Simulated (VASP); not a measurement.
# BaTe in VASP: further runs

BaTe is run at these levels: PBEsol; tasks: single point.

Program: VASP 6.6.1. These are calculated values, not measurements. Logs are shortened: lines on timing, memory, paths and dates and some standing lists are left out, and cuts for length are marked.

### 1 The cell of the first run

Symmetry: Fm-3m, No. 225, cubic system. Conventional cell: a = 6.820 Å, b = 6.820 Å, c = 6.820 Å, α = 90.00°, β = 90.00°, γ = 90.00°. Within 4.5 Å of Ba (site symmetry m-3m) lie 6 Te at 3.41 Å. Within 4.5 Å of Te (site symmetry m-3m) lie 6 Ba at 3.41 Å.

### 2 Single point, PBEsol

Contents of INCAR:

```
SYSTEM = BaTe
ALGO = Normal
EDIFF = 1E-6
ENCUT = 520
GGA = PS
ISIF = 2
ISMEAR = 0
LASPH = .True.
LCHARG = .False.
LREAL = .False.
LWAVE = .False.
NBANDS = 15
NELM = 60
PREC = Accurate
SIGMA = 0.05
```

Contents of KPOINTS:

```
k-points
0
Gamma
  8 8 8
  0 0 0
```

Contents of POSCAR:

```
BaTe
1.0
    0.0000000000      3.4100000000      3.4100000000
    3.4100000000      0.0000000000      3.4100000000
    3.4100000000      3.4100000000      0.0000000000
Ba Te
1 1
Direct
    0.0000000000      0.0000000000      0.0000000000
    0.5000000000      0.5000000000      0.5000000000
```

Potentials or basis: VASP PAW PBE potentials, release 64 (Ba_sv, Te).

Run with:

```bash
> cat potpaw_PBE.64/Ba_sv/POTCAR potpaw_PBE.64/Te/POTCAR > POTCAR
> mpirun -np 1 vasp_std > vasp.out
```

OUTCAR:

```text
SYSTEM = BaTe
   EDIFF = 1E-6
   ENCUT = 520
   GGA = PS
   ISIF = 2
   ISMEAR = 0
   LASPH = .True.
   LREAL = .False.
   NELM = 60
   PREC = Accurate

 ion  position               nearest neighbor table
   1  0.000  0.000  0.000-   2 3.41   2 3.41   2 3.41   2 3.41   2 3.41   2 3.41
   2  0.500  0.500  0.500-   1 3.41   1 3.41   1 3.41   1 3.41   1 3.41   1 3.41

  LATTYP: Found a face centered cubic cell.
 ALAT       =     6.8200000000

  Lattice vectors:

 A1 = (   0.0000000000,   3.4100000000,   3.4100000000)
 A2 = (   3.4100000000,   0.0000000000,   3.4100000000)
 A3 = (   3.4100000000,   3.4100000000,   0.0000000000)

Analysis of symmetry for initial positions (statically):
=====================================================================
 Subroutine PRICEL returns:
 Original cell was already a primitive cell.

 Routine SETGRP: Setting up the symmetry group for a
 face centered cubic supercell.

 Subroutine GETGRP returns: Found 48 space group operations
 (whereof 48 operations were pure point group operations)
 out of a pool of 48 trial point group operations.

The static configuration has the point symmetry O_h .

Analysis of symmetry for dynamics (positions and initial velocities):
=====================================================================
 Subroutine PRICEL returns:
 Original cell was already a primitive cell.

 Routine SETGRP: Setting up the symmetry group for a
 face centered cubic supercell.

 Subroutine GETGRP returns: Found 48 space group operations
 (whereof 48 operations were pure point group operations)
 out of a pool of 48 trial point group operations.

The dynamic configuration has the point symmetry O_h .

 Subroutine INISYM returns: Found 48 space group operations
 (whereof 48 operations are pure point group operations),
 and found     1 'primitive' translations

----------------------------------------------------------------------------------------

                                     Primitive cell

  volume of cell :      79.3036

  direct lattice vectors                    reciprocal lattice vectors
     0.000000000  3.410000000  3.410000000    -0.146627566  0.146627566  0.146627566
     3.410000000  0.000000000  3.410000000     0.146627566 -0.146627566  0.146627566
     3.410000000  3.410000000  0.000000000     0.146627566  0.146627566 -0.146627566

  length of vectors
     4.822468248  4.822468248  4.822468248     0.253966394  0.253966394  0.253966394

  position of ions in fractional coordinates (direct lattice)
[... 90 lines left out ...]
   NELECT =      16.0000    total number of electrons
   NUPDOWN=      -1.0000    fix difference up-down
   EMIN   =  10.00;   EMAX   =-10.00  energy-range for DOS
   EFERMI =   0.00;   METHOD = LEGACY
   ISMEAR =     0;   SIGMA  =   0.05  broadening in eV -4-tet -1-fermi 0-gaus
   EFERMI_NEDOS =   21; number of points for ismear=-14 and -15
   IALGO  =     38    algorithm
   IMIX   =      4    mixing-type and parameters
     AMIX     =   0.40;   BMIX     =  1.00
     AMIX_MAG =   1.60;   BMIX_MAG =  1.00
  volume/ion in A,a.u.               =      39.65       267.58
  Fermi-wavevector in a.u.,A,eV,Ry     =   0.960175  1.814468 12.543704  0.921936
  Thomas-Fermi vector in A             =   2.089436
   LORBIT       =      0    0 simple, 1 ext, 2 COOP (PROOUT), +10 PAW based schemes
   GGA     = PS    functional components
   LHFCALC =     F    Hartree Fock is set to
   AEXX    =    0.0000 exact exchange contribution
   IVDW    =     0    specifies the selected vdW correction
   LEPSILON=     F    determine dielectric tensor
   LRPA    =     F    only Hartree local field effects (RPA)
 non-spin polarized calculation
 Gauss-broadening in eV      SIGMA  =   0.05
  energy-cutoff  :      520.00
  volume of cell :       79.30
 maximum number of plane-waves:      2150
   NGX = 17   NGY = 17   NGZ = 17

 number of electron      16.0000000 magnetization

 Free energy of the ion-electron system (eV)
  ---------------------------------------------------
  ext. energy  EPLUGINS =         0.00000000
  ---------------------------------------------------
  free energy    TOTEN  =        -9.15489142 eV

  energy without entropy =       -9.15489142  energy(sigma->0) =       -9.15489142

 E-fermi :   2.9553     XC(G=0):  -8.7285

 val. band max:        2.6698692041   @ k =   0.0000   0.0000   0.0000
 cond. band min:       3.9072863061   @ k =   0.5000   0.5000   0.0000
 fundamental gap:      1.2374171020
 Fermi energy:         2.9552942154

 k-point     1 :       0.0000    0.0000    0.0000
  band No.  band energies     occupation
      1     -24.1235      2.00000
      2      -9.2833      2.00000
      3      -9.2833      2.00000
      4      -9.2833      2.00000
      5      -7.0946      2.00000
      6       2.6699      2.00000
      7       2.6699      2.00000
      8       2.6699      2.00000
      9       5.4684      0.00000
     10       5.4684      0.00000
     11       5.4684      0.00000
     12       5.7365      0.00000
     13       6.2024      0.00000
     14       6.2024      0.00000
[... 401 lines left out ...]
      2      -9.7737      2.00000
      3      -9.3967      2.00000
      4      -9.3378      2.00000
      5      -6.3228      2.00000
      6       0.6356      2.00000
      7       1.5166      2.00000
      8       1.5223      2.00000
      9       6.3212      0.00000
     10       6.6247      0.00000
     11       8.0359      0.00000
     12       8.3682      0.00000
     13       8.9292      0.00000
     14       9.7756      0.00000
     15      10.9803      0.00000

 [... further k-points ...]

------------------------ aborting loop because EDIFF is reached ----------------------------------------

  FORCE on cell =-STRESS in cart. coord.  units (eV):
  Direction    XX          YY          ZZ          XY          YZ          ZX
  --------------------------------------------------------------------------------------
  -------------------------------------------------------------------------------------
  Total        1.1729563      1.1729563      1.1729563     -0.0000000      0.0000000      0.0000000
  in kB       23.6973233     23.6973233     23.6973233     -0.0000000      0.0000000      0.0000000
  external PRESSURE =      23.6973233 kB  Pullay stress =       0.0000000 kB

 VOLUME and BASIS-vectors are now :
 -----------------------------------------------------------------------------
  energy-cutoff  :      520.00
  volume of cell :       79.30
      direct lattice vectors                 reciprocal lattice vectors
     0.000000000  3.410000000  3.410000000    -0.146627566  0.146627566  0.146627566
     3.410000000  0.000000000  3.410000000     0.146627566 -0.146627566  0.146627566
     3.410000000  3.410000000  0.000000000     0.146627566  0.146627566 -0.146627566

 POSITION                                       TOTAL-FORCE (eV/Angst)
 -----------------------------------------------------------------------------------
      0.00000      0.00000      0.00000         0.000000      0.000000     -0.000000
      3.41000      3.41000      3.41000         0.000000      0.000000      0.000000
 -----------------------------------------------------------------------------------
    total drift:                                0.000000      0.000000      0.000000

  FREE ENERGIE OF THE ION-ELECTRON SYSTEM (eV)
  ---------------------------------------------------
  free  energy   TOTEN  =        -9.1548914182 eV

  energy  without entropy=       -9.1548914182  energy(sigma->0) =       -9.15489142
```

OSZICAR:

```text
N       E                     dE             d eps       ncg     rms          rms(c)
DAV:   1     0.823408802083E+02    0.82341E+02   -0.64413E+03   870   0.902E+02
DAV:   2    -0.437512211569E+01   -0.86716E+02   -0.79005E+02  1167   0.155E+02
DAV:   3    -0.914144747320E+01   -0.47663E+01   -0.47349E+01  1169   0.394E+01
DAV:   4    -0.926149500637E+01   -0.12005E+00   -0.12002E+00  1120   0.632E+00
DAV:   5    -0.926438772621E+01   -0.28927E-02   -0.28926E-02  1208   0.776E-01    0.410E+00
DAV:   6    -0.916322548097E+01    0.10116E+00   -0.98678E-02  1003   0.163E+00    0.267E+00
DAV:   7    -0.915346287365E+01    0.97626E-02   -0.81093E-02  1094   0.155E+00    0.735E-01
DAV:   8    -0.915464187881E+01   -0.11790E-02   -0.98226E-03   940   0.576E-01    0.184E-01
DAV:   9    -0.915484035157E+01   -0.19847E-03   -0.49369E-04  1115   0.152E-01    0.478E-02
DAV:  10    -0.915488343264E+01   -0.43081E-04   -0.83116E-05  1101   0.597E-02    0.148E-02
DAV:  11    -0.915489343515E+01   -0.10003E-04   -0.28899E-05  1052   0.301E-02    0.171E-02
DAV:  12    -0.915489120896E+01    0.22262E-05   -0.75712E-06  1066   0.148E-02    0.767E-03
DAV:  13    -0.915489141824E+01   -0.20928E-06   -0.36003E-07   680   0.397E-03
   1 F= -.91548914E+01 E0= -.91548914E+01  d E =-.116386E-17
```

Run time: 43 s. Hardware: 1 thread of Intel Xeon Platinum 8488C (Sapphire Rapids), shared host; peak memory 0.22 GiB.

Results:

```yaml
Free_energy: -9.1549 eV
Pressure: 2.4 GPa
Band_gap_on_the_k_mesh: 1.24 eV (least direct gap 1.62 eV)
```

Levels at points of the mesh, in eV from the valence-band top:
```
           k point  band 6  band 7  band 8  band 9  band 10  band 11
(0.00, 0.00, 0.00)    0.00    0.00    0.00    2.80     2.80     2.80
(0.50, 0.00, 0.00)   -2.51   -1.32   -1.32    4.18     4.88     5.00
(0.50, 0.50, 0.00)   -1.17   -0.38   -0.38    1.24     4.53     4.88
```

Caveat: the PAW data sets were made with another functional, which shifts forces and pressure a little; spin-orbit coupling is left out, which moves the levels of the heavy elements.

### 3 Single point, PBEsol

Contents of INCAR:

```
SYSTEM = BaTe
  PREC = Accurate
  ENCUT = 520
  EDIFF = 1E-6
  ISMEAR = 0
  SIGMA = 0.05
  LREAL = .False.
  LASPH = .True.
  NELM = 60
  ALGO = Normal
  ISIF = 2
  LWAVE = .False.
  LCHARG = .False.
  GGA = PS
  NELECT = 15.75
  NBANDS = 15
```

Contents of KPOINTS:

```
regular mesh
0
Gamma
  8 8 8
  0 0 0
```

POSCAR is that of step 2.

Potentials or basis: VASP PAW PBE potentials, release 64 (Ba_sv, Te).

Run with:

```bash
> cat potpaw_PBE.64/Ba_sv/POTCAR potpaw_PBE.64/Te/POTCAR > POTCAR
> mpirun -np 1 vasp_std > vasp.out
```

Wall time 37 s (1 thread of Intel Xeon Platinum 8488C (Sapphire Rapids), shared host); peak memory 0.22 GiB.

Results (log left out):

```
Free energy : -9.7467 eV
```

Levels at points of the mesh, in eV from the Fermi level:
| k point | band 6 | band 7 | band 8 | band 9 | band 10 | band 11 |
| --- | --- | --- | --- | --- | --- | --- |
| (0.00, 0.00, 0.00) | 0.37 | 0.37 | 0.37 | 3.34 | 3.34 | 3.34 |
| (0.50, 0.00, 0.00) | -2.06 | -0.91 | -0.91 | 4.73 | 5.40 | 5.55 |
| (0.50, 0.50, 0.00) | -0.74 | 0.01 | 0.01 | 1.79 | 5.04 | 5.41 |

Caveat: the cell carries a net charge on a neutralising background, which shifts energy and pressure; the cell is charged against a uniform background, so pressure and absolute levels hang on convention; the PAW data sets were made with another functional, which shifts forces and pressure a little; spin-orbit coupling is left out, which moves the levels of the heavy elements.

(Part 1 of 2 ends here.)
